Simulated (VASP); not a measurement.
ZnSe, 2 atoms in the cell. Symmetry: F-43m, No. 216, cubic system. The conventional cell has a = 5.277 Å, b = 5.277 Å, c = 5.277 Å, α = 90.00°, β = 90.00°, γ = 90.00°. Within 3.0 Å of Se (site symmetry -43m) lie 4 Zn at 2.28 Å. Within 3.0 Å of Zn (site symmetry -43m) lie 4 Se at 2.28 Å. 

| Property | Result |
| --- | --- |
| Program | VASP 6.6.1 |
| Task | single point |
| Functional | PBEsol |
| Potentials or basis | VASP PAW PBE potentials, release 64 (Se, Zn) |
| Cutoff | 520 eV |
| k mesh | 8 × 8 × 8 |
| Occupations | fermi-dirac, width 0.05 eV |
| Spin | no spin polarisation |
| Dipole correction | no |
| Further INCAR settings | ALGO = Normal; EDIFF = 1e-06; NBANDS = 16 |

Potentials or basis: VASP PAW PBE potentials, release 64 (Se, Zn).

Command:

```bash
$ cat potpaw_PBE.64/Se/POTCAR potpaw_PBE.64/Zn/POTCAR > POTCAR
$ mpirun -np 1 vasp_std > vasp.out
```

Hardware: 1 thread of AMD EPYC 7R13, on a shared host.

Task: How long does it take, and how much memory?

Result: Run time: 20 s on 1 thread of AMD EPYC 7R13, with other jobs on the host, peak memory 0.13 GiB. Counts: scf iterations 12, k points 29.
